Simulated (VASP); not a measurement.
## Pt: single point with PBE

The system is Pt.

```xyz
1
Lattice="-1.5819 1.5819 1.5819 1.5819 -1.5819 1.5819 1.5819 1.5819 -1.5819" Properties=species:S:1:pos:R:3 pbc="T T T"
Pt    0.0000    0.0000    0.0000
```

This isn't the form of Pt at room conditions, which is fcc.

```json
{
  "Program": "VASP 6.6.1",
  "Task": "single point",
  "Functional": "PBE",
  "Potentials or basis": "VASP PAW PBE potentials, release 64 (Pt)",
  "Cutoff": "500 eV",
  "k mesh": "11 × 11 × 11",
  "Occupations": "gaussian, width 0.05 eV",
  "Spin": "no spin polarisation"
}
```

```
Pressure               : -0.4 GPa
Band gap on the k mesh : zero (bands 5 and 6 overlap by 2.00 eV)
```

Levels at points of the mesh, in eV from the Fermi level:
```tsv
k point	band 1	band 2	band 3	band 4	band 5	band 6	band 7	band 8	band 9	band 10
(0.00, 0.00, 0.00)	-9.41	-3.41	-3.41	-3.41	-0.94	-0.94	17.17	17.17	17.17	27.17
```

It took 4.3 s on 1 thread of Intel(R) Xeon(R) 6975P-C (Granite Rapids), on a shared host, peak memory 0.12 GiB.

Caveat: spin-orbit coupling is left out, which moves the levels of the heavy elements.
